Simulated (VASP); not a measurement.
# Al in VASP: a series of runs

The runs below take Al through single point, with PBE.

Program: VASP 6.6.1. These are calculated values, not measurements. Logs are shortened: lines on timing, memory, paths and dates and some standing lists are left out, and cuts for length are marked.

### Step 1. The cell of the first run

The typed cell holds 4 atoms: a = 4.400 Å, b = 2.915 Å, c = 5.267 Å, α = 90.00°, β = 90.02°, γ = 90.00°.

### Step 2. Single point, PBE

INCAR

```
ALGO     = Normal         # electronic algorithm
EDIFF    = 1E-6           # SCF threshold, eV
ENCUT    = 520            # plane-wave cutoff, eV
GGA      = PE             # functional
ISIF     = 2              # what is computed and relaxed
ISMEAR   = 0              # smearing method
LASPH    = T              # aspherical terms in the spheres
LCHARG   = F              # write CHGCAR
LREAL    = F              # projectors in reciprocal space
LWAVE    = F              # write WAVECAR
NBANDS   = 14             # bands
NELM     = 60             # most SCF steps
PREC     = Accurate       # precision mode
SIGMA    = 0.1            # smearing width, eV
```

KPOINTS

```
k-points
0
Gamma
  4 6 4
```

POSCAR

```
Al
1.0
    4.3994323145      0.0000000000      0.0367732340
    0.0000000000      2.9153870474      0.0000000000
   -0.0462408769      0.0000000000      5.2667434046
Al
4
Direct
    0.2500015657      0.0000000000      0.3347460474
    0.2499761163      0.5000000000      0.8347532434
    0.7500238837      0.5000000000      0.1652467566
    0.7499984343      0.0000000000      0.6652539526
```

Potentials or basis: VASP PAW PBE potentials, release 64 (Al).

Launch:

```console
> cat potpaw_PBE.64/Al/POTCAR > POTCAR
> mpirun -np 1 vasp_std > vasp.out
```

OUTCAR:

```text
EDIFF = 1E-6
   ENCUT = 520
   GGA = PE
   ISIF = 2
   ISMEAR = 0
   LASPH = T
   LREAL = F
   NELM = 60
   PREC = Accurate

 ion  position               nearest neighbor table
   1  0.250  0.000  0.335-   3 2.79   3 2.79   3 2.79   3 2.79   4 2.80   4 2.81   2 3.01   2 3.01
                             2 3.01   2 3.01
   2  0.250  0.500  0.835-   4 2.79   4 2.79   4 2.79   4 2.79   3 2.80   3 2.81   1 3.01   1 3.01
                             1 3.01   1 3.01
   3  0.750  0.500  0.165-   1 2.79   1 2.79   1 2.79   1 2.79   2 2.80   2 2.81   4 3.01   4 3.01
                             4 3.01   4 3.01
   4  0.750  0.000  0.665-   2 2.79   2 2.79   2 2.79   2 2.79   1 2.80   1 2.81   3 3.01   3 3.01
                             3 3.01   3 3.01

  LATTYP: Found a simple monoclinic cell.
 ALAT       =     4.3995859988
 B/A-ratio  =     0.6626503149
 C/A-ratio  =     1.1971459121
 COS(beta)  =    -0.0004211229

  Lattice vectors:

 A1 = (   4.3994323145,   0.0000000000,   0.0367732340)
 A2 = (   0.0000000000,   2.9153870474,   0.0000000000)
 A3 = (  -0.0462408769,   0.0000000000,   5.2667434046)

Analysis of symmetry for initial positions (statically):
=====================================================================
 Subroutine PRICEL returns:
 Original cell was already a primitive cell.

 Routine SETGRP: Setting up the symmetry group for a
 simple monoclinic supercell.

 Subroutine GETGRP returns: Found  4 space group operations
 (whereof  4 operations were pure point group operations)
 out of a pool of  4 trial point group operations.

The static configuration has the point symmetry C_2h.

Analysis of symmetry for dynamics (positions and initial velocities):
=====================================================================
 Subroutine PRICEL returns:
 Original cell was already a primitive cell.

 Routine SETGRP: Setting up the symmetry group for a
 simple monoclinic supercell.

 Subroutine GETGRP returns: Found  4 space group operations
 (whereof  4 operations were pure point group operations)
 out of a pool of  4 trial point group operations.

The dynamic configuration has the point symmetry C_2h.

 Subroutine INISYM returns: Found  4 space group operations
 (whereof  4 operations are pure point group operations),
 and found     1 'primitive' translations

----------------------------------------------------------------------------------------

                                     Primitive cell

  volume of cell :      67.5565

  direct lattice vectors                    reciprocal lattice vectors
     4.399432315  0.000000000  0.036773234     0.227285374  0.000000000  0.001995517
     0.000000000  2.915387047  0.000000000     0.000000000  0.343007629  0.000000000
    -0.046240877  0.000000000  5.266743405    -0.001586942  0.000000000  0.189856718

  length of vectors
     4.399585999  2.915387047  5.266946393     0.227294134  0.343007629  0.189863350

  position of ions in fractional coordinates (direct lattice)
     0.250001566  0.000000000  0.334746047
     0.249976116  0.500000000  0.834753243
     0.750023884  0.500000000  0.165246757
     0.749998434  0.000000000  0.665253953

  ion indices of the primitive-cell ions
   primitive index   ion index
                 1           1
                 2           2
                 3           3
                 4           4

----------------------------------------------------------------------------------------

 KPOINTS: k-points

Automatic generation of k-mesh.
 Grid dimensions read from file:
 generate k-points for:    4    6    4

 Generating k-lattice:

  Cartesian coordinates                     Fractional coordinates (reciprocal lattice)
     0.056821343  0.000000000  0.000498879     0.250000000  0.000000000 -0.000000000
     0.000000000  0.057167938  0.000000000     0.000000000  0.166666667  0.000000000
    -0.000396736  0.000000000  0.047464180     0.000000000  0.000000000  0.250000000

  Length of vectors
     0.056823533  0.057167938  0.047465838

  Shift w.r.t. Gamma in fractional coordinates (k-lattice)
     0.000000000  0.000000000  0.000000000

 Subroutine IBZKPT returns following result:
 ===========================================

 Found     40 irreducible k-points:

 Following reciprocal coordinates:
            Coordinates               Weight
  0.000000  0.000000  0.000000      1.000000
  0.250000  0.000000  0.000000      2.000000
  0.500000  0.000000  0.000000      1.000000
  0.000000  0.166667  0.000000      2.000000
  0.250000  0.166667  0.000000      4.000000
  0.500000  0.166667  0.000000      2.000000
[... 16 lines left out ...]
  0.500000  0.333333  0.250000      4.000000
 -0.250000  0.333333  0.250000      4.000000
 [... further k-points ...]
   k-points           NKPTS =     40   k-points in BZ     NKDIM =     40   number of bands    NBANDS=     14
   number of dos      NEDOS =    301   number of ions     NIONS =      4
   total plane-waves  NPLWV =  34560
   dimension x,y,z NGX =    36 NGY =   24 NGZ =   40
   dimension x,y,z NGXF=    72 NGYF=   48 NGZF=   80
   ions per type =               4
   NGX,Y,Z   is equivalent  to a cutoff of  13.60, 13.69, 12.63 a.u.
   NGXF,Y,Z  is equivalent  to a cutoff of  27.21, 27.37, 25.25 a.u.
 SYSTEM =  unknown system
   PREC   = accura    normal or accurate (medium, high low for compatibility)
   ISTART =      0    job   : 0-new  1-cont  2-samecut
   ICHARG =      2    charge: 1-file 2-atom 10-const
   ISPIN  =      1    spin polarized calculation?
   LNONCOLLINEAR =      F non collinear calculations
   LSORBIT =      F    spin-orbit coupling
   LASPH  =      T    aspherical Exc in radial PAW
   ENCUT  =  520.0 eV  38.22 Ry    6.18 a.u.   8.18  5.42  9.79*2*pi/ulx,y,z
   NELM   =     60;   NELMIN=  2; NELMDL= -5     # of ELM steps
   EDIFF  = 0.1E-05   stopping-criterion for ELM
   LREAL  =      F    real-space projection
   EDIFFG = 0.1E-04   stopping-criterion for IOM
   NSW    =      0    number of steps for IOM
   IBRION =     -1    ionic relax: 0-MD 1-quasi-New 2-CG
   NFREE  =      0    steps in history (QN), initial steepest desc. (CG)
   ISIF   =      2    stress and relaxation
   ISYM   =      2    0-nonsym 1-usesym 2-fastsym
   POTIM  = 0.5000    time-step for ionic-motion
   TEBEG  =    0.0;   TEEND  =   0.0 temperature during run
   PSTRESS=    0.0 pullay stress
   NELECT =      12.0000    total number of electrons
   NUPDOWN=      -1.0000    fix difference up-down
   EMIN   =  10.00;   EMAX   =-10.00  energy-range for DOS
   EFERMI =   0.00;   METHOD = LEGACY
   ISMEAR =     0;   SIGMA  =   0.10  broadening in eV -4-tet -1-fermi 0-gaus
   EFERMI_NEDOS =   21; number of points for ismear=-14 and -15
   IALGO  =     38    algorithm
   IMIX   =      4    mixing-type and parameters
     AMIX     =   0.40;   BMIX     =  1.00
     AMIX_MAG =   1.60;   BMIX_MAG =  1.00
  volume/ion in A,a.u.               =      16.89       113.97
  Fermi-wavevector in a.u.,A,eV,Ry     =   0.920265  1.739049 11.522609  0.846888
  Thomas-Fermi vector in A             =   2.045551
   LORBIT       =      0    0 simple, 1 ext, 2 COOP (PROOUT), +10 PAW based schemes
   GGA     = PE    functional components
   LHFCALC =     F    Hartree Fock is set to
   AEXX    =    0.0000 exact exchange contribution
   IVDW    =     0    specifies the selected vdW correction
   LEPSILON=     F    determine dielectric tensor
   LRPA    =     F    only Hartree local field effects (RPA)
 non-spin polarized calculation
 Gauss-broadening in eV      SIGMA  =   0.10
  energy-cutoff  :      520.00
  volume of cell :       67.56
 maximum number of plane-waves:      1860
 NGX is ok and might be reduce to    36
   NGX = 17   NGY = 11   NGZ = 19

 number of electron      12.0000000 magnetization

 Free energy of the ion-electron system (eV)
  ---------------------------------------------------
  ext. energy  EPLUGINS =         0.00000000
  ---------------------------------------------------
  free energy    TOTEN  =       -14.87358933 eV

  energy without entropy =      -14.86688722  energy(sigma->0) =      -14.87023828

 E-fermi :   7.8348     XC(G=0): -10.1085

 val. band max:        7.8187748923   @ k =   0.0000   0.5000   0.0000
 cond. band min:       7.8714108962   @ k =   0.0000   0.1667   0.2500
 fundamental gap:      0.0526360039
 Fermi energy:         7.8347556542

 k-point     1 :       0.0000    0.0000    0.0000
  band No.  band energies     occupation
      1      -3.2257      2.00000
      2       1.7606      2.00000
      3       2.2759      2.00000
      4       3.8504      2.00000
      5       4.6583      2.00000
      6       8.2377      0.00000
      7       9.3776      0.00000
      8       9.6611      0.00000
      9       9.8842      0.00000
     10      12.8050      0.00000
     11      14.6166      0.00000
     12      16.0362      0.00000
     13      16.8038      0.00000
     14      16.9971      0.00000

 k-point     2 :       0.2500    0.0000    0.0000
  band No.  band energies     occupation
      1      -2.7484      2.00000
      2       1.0077      2.00000
      3       2.2229      2.00000
      4       2.7270      2.00000
      5       5.8718      2.00000
      6       6.3883      2.00000
      7       8.3272      0.00000
      8      12.8608      0.00000
      9      13.2139      0.00000
     10      13.3892      0.00000
     11      15.2224      0.00000
     12      16.4205      0.00000
     13      16.4961      0.00000
     14      17.2389      0.00000
[... 343 lines left out ...]
      1       0.8897      2.00000
      2       0.8910      2.00000
      3       3.4289      2.00000
      4       3.4325      2.00000
      5       6.4730      2.00000
      6       6.4747      2.00000
      7       8.6150      0.00000
      8       8.6216      0.00000
      9       8.9540      0.00000
     10       8.9578      0.00000
     11      13.5812      0.00000
     12      13.5863      0.00000
     13      15.0582      0.00000
     14      15.0633      0.00000

 k-point    24 :      -0.2500    0.3333    0.2500
  band No.  band energies     occupation
      1      -0.5085      2.00000
      2       2.0741      2.00000
      3       3.1792      2.00000
      4       4.9444      2.00000
      5       5.8582      2.00000
      6       7.1910      2.00000
      7       7.6118      1.99839
      8       8.7682      0.00000
      9      10.3346      0.00000
     10      10.7084      0.00000
     11      11.2919      0.00000
     12      12.4924      0.00000
     13      13.2425      0.00000
     14      15.0484      0.00000

 [... further k-points ...]
[... 5 lines left out ...]
  --------------------------------------------------------------------------------------
  -------------------------------------------------------------------------------------
  Total       -0.0303016      0.0390956      0.0622886      0.0000000      0.0000000      0.0048262
  in kB       -0.7186360      0.9271970      1.4772447      0.0000000      0.0000000      0.1144595
  external PRESSURE =       0.5619352 kB  Pullay stress =       0.0000000 kB

 VOLUME and BASIS-vectors are now :
 -----------------------------------------------------------------------------
  energy-cutoff  :      520.00
  volume of cell :       67.56
      direct lattice vectors                 reciprocal lattice vectors
     4.399432315  0.000000000  0.036773234     0.227285374  0.000000000  0.001995517
     0.000000000  2.915387047  0.000000000     0.000000000  0.343007629  0.000000000
    -0.046240877  0.000000000  5.266743405    -0.001586942  0.000000000  0.189856718

 POSITION                                       TOTAL-FORCE (eV/Angst)
 -----------------------------------------------------------------------------------
      1.08439      0.00000      1.77221         0.000301     -0.000000      0.000516
      1.06115      1.45769      4.40562         0.000702      0.000000      0.000200
      3.29204      1.45769      0.89789        -0.000702     -0.000000     -0.000200
      3.26881      0.00000      3.53130        -0.000301     -0.000000     -0.000516
 -----------------------------------------------------------------------------------
    total drift:                               -0.000000     -0.000000     -0.000000

  FREE ENERGIE OF THE ION-ELECTRON SYSTEM (eV)
  ---------------------------------------------------
  free  energy   TOTEN  =       -14.8735893343 eV

  energy  without entropy=      -14.8668872197  energy(sigma->0) =      -14.87023828
```

Run time: 30 s. Hardware: 1 thread of Intel Xeon 8259CL, shared host; peak memory 0.18 GiB.

What came out:

* Free energy: -14.8736 eV
* Pressure: 0.1 GPa
* Band gap on the k mesh: zero (bands 6 and 7 overlap by 5.91 eV)

Stress tensor (GPa, compression positive):
```
-0.07  0.00  0.01
 0.00  0.09  0.00
 0.01  0.00  0.15
```

Levels at points of the mesh, in eV from the Fermi level:
| k point | band 3 | band 4 | band 5 | band 6 | band 7 | band 8 | band 9 | band 10 |
| --- | --- | --- | --- | --- | --- | --- | --- | --- |
| (0.00, 0.00, 0.00) | -5.56 | -3.98 | -3.18 | 0.40 | 1.54 | 1.83 | 2.05 | 4.97 |
| (0.50, 0.00, 0.00) | -4.30 | -4.30 | -3.64 | -3.63 | 5.27 | 5.27 | 6.61 | 6.61 |
| (0.00, 0.50, 0.00) | -2.00 | -2.00 | -1.42 | -1.42 | -0.02 | -0.02 | 1.30 | 1.30 |
| (0.50, 0.50, 0.00) | -4.95 | -4.95 | -0.12 | -0.12 | -0.12 | -0.12 | 0.49 | 0.49 |
| (0.00, 0.00, 0.50) | -2.76 | -2.76 | -1.92 | -1.92 | 0.62 | 0.62 | 6.12 | 6.12 |
| (0.50, 0.00, 0.50) | -7.85 | -7.85 | 2.27 | 2.27 | 2.28 | 2.28 | 6.44 | 6.44 |
| (0.00, 0.50, 0.50) | -5.31 | -5.31 | 0.79 | 0.79 | 1.77 | 1.77 | 2.08 | 2.08 |
| (0.50, 0.50, 0.50) | -3.98 | -3.98 | -3.28 | -3.28 | -3.28 | -3.28 | 5.58 | 5.58 |

### Step 3. Single point, PBE

This run uses another cell than the first one, of 16.64 Å³/atom.

INCAR

```
SYSTEM = Al
PREC = Accurate
ENCUT = 520
EDIFF = 1E-6
ISMEAR = 0
SIGMA = 0.2
LREAL = .False.
LASPH = .True.
NELM = 60
ALGO = Normal
ISIF = 2
LWAVE = .False.
LCHARG = .False.
GGA = PE
NBANDS = 14
```

KPOINTS

```
regular mesh
0
Gamma
  8 6 4
  0 0 0
```

POSCAR

```
Al
1.0
    1.4252671375      2.4683694288      0.0000000000
    0.0000000000      0.0000000000     -4.7307345142
   -4.2758014126      2.4683694288      0.0000000000
Al
4
Direct
    0.0000063638      0.2500000000      0.6666687879
    0.5000063638      0.2500000000      0.1666687879
    0.4999936362      0.7500000000      0.8333312121
    0.9999936362      0.7500000000      0.3333312121
```

Potentials or basis: VASP PAW PBE potentials, release 64 (Al).

Launch:

```console
> cat potpaw_PBE.64/Al/POTCAR > POTCAR
> mpirun -np 1 vasp_std > vasp.out
```

It took 64 s on 1 thread of Intel Xeon 8259CL, shared host; peak memory 0.2 GiB.

The run converged. Its results:

| Item | Value |
| --- | --- |
| Free energy | -14.8613 eV |
| Pressure | -0.1 GPa |
| Largest force | 0.007 eV/Å |
| Band gap on the k mesh | zero (bands 6 and 7 overlap by 6.78 eV) |

Forces on the atoms (eV/Å):
```
Al  -0.006  0.004  0.000
Al  -0.006  0.004  0.000
Al   0.006 -0.004  0.000
Al   0.006 -0.004  0.000
```

Stress tensor (GPa, compression positive):
```
 2.01 -1.30  0.00
-1.30  0.52  0.00
 0.00  0.00 -2.83
```

Levels at points of the mesh, in eV from the Fermi level:
```tsv
k point	band 4	band 5	band 6	band 7	band 8	band 9
(0.00, 0.00, 0.00)	-4.56	-4.50	0.68	1.05	1.57	1.70
(0.50, 0.00, 0.00)	-1.23	-0.68	-0.68	-0.35	-0.35	0.48
(0.00, 0.50, 0.00)	-3.80	-3.10	-3.10	3.20	3.20	7.24
(0.50, 0.50, 0.00)	-4.94	0.50	0.50	0.50	0.50	1.25
(0.00, 0.00, 0.50)	-3.15	-3.04	-3.04	2.23	2.23	7.11
(0.50, 0.00, 0.50)	-4.98	0.68	0.68	1.05	1.05	1.57
(0.00, 0.50, 0.50)	-7.87	3.42	3.42	3.42	3.42	4.87
(0.50, 0.50, 0.50)	-3.80	-3.10	-3.10	-3.10	-3.10	7.23
```

### Step 4. Single point, PBE

This run uses another cell than the first one, of 16.66 Å³/atom.

INCAR

```
ALGO     = Fast           # electronic algorithm
EDIFF    = 1E-6           # SCF threshold, eV
ENCUT    = 520            # plane-wave cutoff, eV
GGA      = PE             # functional
ISIF     = 2              # what is computed and relaxed
ISMEAR   = 0              # smearing method
LASPH    = True           # aspherical terms in the spheres
LCHARG   = True           # write CHGCAR
LELF     = True           # ELF
LREAL    = False          # projectors in reciprocal space
LVHAR    = True         
LWAVE    = False          # write WAVECAR
NBANDS   = 14             # bands
NELM     = 60             # most SCF steps
PREC     = Accurate       # precision mode
SIGMA    = 0.2            # smearing width, eV
```

KPOINTS

```
k-points
0
Gamma
  8 6 4
```

POSCAR

```
Al
1.0
    1.4079261269      2.4436306210     -0.0001300092
    0.0014152852     -0.0004579626     -4.6617884750
   -4.3888714565      2.5369499543     -0.0000447524
Al
4
Direct
   -0.0000096293      0.2499803095      0.6654609800
    0.5000248543      0.2499813982      0.1654646282
    0.4999597812      0.7500201118      0.8345376533
    1.0000249938      0.7500181805      0.3345367385
```

Launch:

```console
> cat potpaw_PBE.64/Al/POTCAR > POTCAR
> mpirun -np 1 vasp_std > vasp.out
```

Run time: 2 min. Hardware: 1 thread of Intel Xeon 8259CL, shared host; peak memory 0.21 GiB.

Results (log left out):

- Free energy: -14.8933 eV
- Pressure: -0.1 GPa
- Band gap on the k mesh: zero (bands 6 and 7 overlap by 6.22 eV)

Stress tensor (GPa, compression positive):
```
 0.01  0.02  0.02
 0.02 -0.05 -0.01
 0.02 -0.01 -0.12
```

Levels at points of the mesh, in eV from the Fermi level:
| k point | band 4 | band 5 | band 6 | band 7 | band 8 | band 9 |
| --- | --- | --- | --- | --- | --- | --- |
| (0.00, 0.00, 0.00) | -4.45 | -4.23 | 0.43 | 1.08 | 1.44 | 1.56 |
| (0.50, 0.00, 0.00) | -1.38 | -0.80 | -0.80 | -0.16 | -0.16 | 0.73 |
| (0.00, 0.50, 0.00) | -4.02 | -3.40 | -3.39 | 3.61 | 3.61 | 7.66 |
| (0.50, 0.50, 0.00) | -4.80 | 0.40 | 0.40 | 0.41 | 0.41 | 1.04 |
| (0.00, 0.00, 0.50) | -3.12 | -2.84 | -2.84 | 1.55 | 1.55 | 7.42 |
| (0.50, 0.00, 0.50) | -4.96 | 0.79 | 0.81 | 1.32 | 1.33 | 1.66 |
| (0.00, 0.50, 0.50) | -7.89 | 2.95 | 2.95 | 2.95 | 2.95 | 5.05 |
| (0.50, 0.50, 0.50) | -3.74 | -3.03 | -3.03 | -3.02 | -3.01 | 6.65 |

### Step 5. Overview

| cell | k mesh | smearing | gap on the mesh (eV) | pressure (GPa) |
| --- | --- | --- | --- | --- |
| a = 4.400, b = 2.915, c = 5.267 Å, 4 atoms, atomic positions A | 4 × 6 × 4 | gaussian 0.1 eV | none | 0.1 |
| a = 2.850, b = 4.731, c = 4.937 Å, 4 atoms, atomic positions B | 8 × 6 × 4 | gaussian 0.2 eV | none | -0.1 |
| a = 2.820, b = 4.662, c = 5.069 Å, angles 90.0, 89.9, 90.0°, 4 atoms, atomic positions C | 8 × 6 × 4 | gaussian 0.2 eV | none | -0.1 |

Alike in all rows: task single point; level PBE; potentials or basis VASP PAW PBE potentials, release 64 (Al); no spin polarisation; cutoff (eV) 520.

Total energies depend on the potentials used, so only differences within one code and one set of settings carry meaning.

The gap in the log of VASP goes by the Fermi energy; the results here count the filled bands.